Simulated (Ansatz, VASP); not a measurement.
**Ga3Se: VASP beside Ansatz**

```
CELL_PARAMETERS angstrom
4.22492 0.00000 0.00000
0.00000 3.90805 0.00000
0.00000 0.00000 4.22492
ATOMIC_POSITIONS crystal
Ga 0.00000 0.50000 0.50000
Ga 0.50000 0.00000 0.50000
Ga 0.50000 0.50000 0.00000
Se 0.00000 0.00000 0.00000
```

Change from the starting cell: strain -0.0750 x Voigt [0, 1, 0, 0, 0, 0], atoms carried along.

Alike in both runs: task single point; functional PBEsol; dispersion D3(BJ); k mesh 12 × 12 × 12; occupations gaussian, width 0.15 eV; no spin polarisation.

|  | VASP | Ansatz |
| --- | --- | --- |
| version | VASP 6.6.1 | Ansatz 0.2.0 |
| potentials or method | VASP PAW PBE potentials, release 64 (Ga_d, Se), cutoff 520 eV | scalar-relativistic, plane waves, PAW |
| valence electrons in the cell | 45 | 55 |

|  | VASP | Ansatz | Ansatz less VASP |
| --- | --- | --- | --- |
| gap on the k mesh at the Fermi level (eV) | none | none | - |
| pressure (GPa) | 5.2 | 5.2 | -0.02 |
| traceless stress, the component that is largest in VASP (GPa) | -0.46 | -0.46 | -0.001 |

VASP's potentials were made for PBE, not for PBEsol. A gap of «none» marks a metal or a gap that the smearing closes. VASP's potentials hold 45 valence electrons a cell and Ansatz's 55, so a difference there can come from the potentials and not from the codes.
